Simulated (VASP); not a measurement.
BaTiO3:

```
Ba Ti O
1.0
     4.00600    0.00000    0.00000
     0.00000    4.00600    0.00000
     0.00000    0.00000    4.00600
Ba Ti O
1 1 3
Direct
  0.50000 0.50000 0.50000
  0.00000 0.00000 0.00000
  0.50000 0.00000 0.00000
  0.00000 0.50000 0.00000
  0.00000 0.00000 0.50000
```

Base run:

- Program: VASP 6.6.1
- Functional: PBE
- Potentials or basis: VASP PAW PBE potentials, release 64 (Ba_sv, Ti_sv, O)
- Cutoff: 520 eV
- k mesh: 4 × 4 × 4
- Occupations: gaussian, width 0.01 eV
- Spin: no spin polarisation
- Hubbard terms: Ti d U = 6.0 eV

Its results: band gap on the k mesh 2.46 eV, indirect (least direct gap 2.67 eV); pressure 8.2 GPa.

Problem. The run is repeated on the same cell with these changes: hubbard terms from Ti d U = 6.0 eV to Ti d U = 4.0 eV; further incar settings from ALGO = Normal; EDIFF = 1e-06; NBANDS = 28 to ALGO = Normal; EDIFF = 1e-07; NBANDS = 28. What comes out?

Solution. Band gap on the k mesh 2.19 eV, indirect (least direct gap 2.38 eV); pressure 6.6 GPa.

Caveats: spin-orbit coupling is left out, which moves the levels of the heavy elements.

A k mesh can miss the band edges.
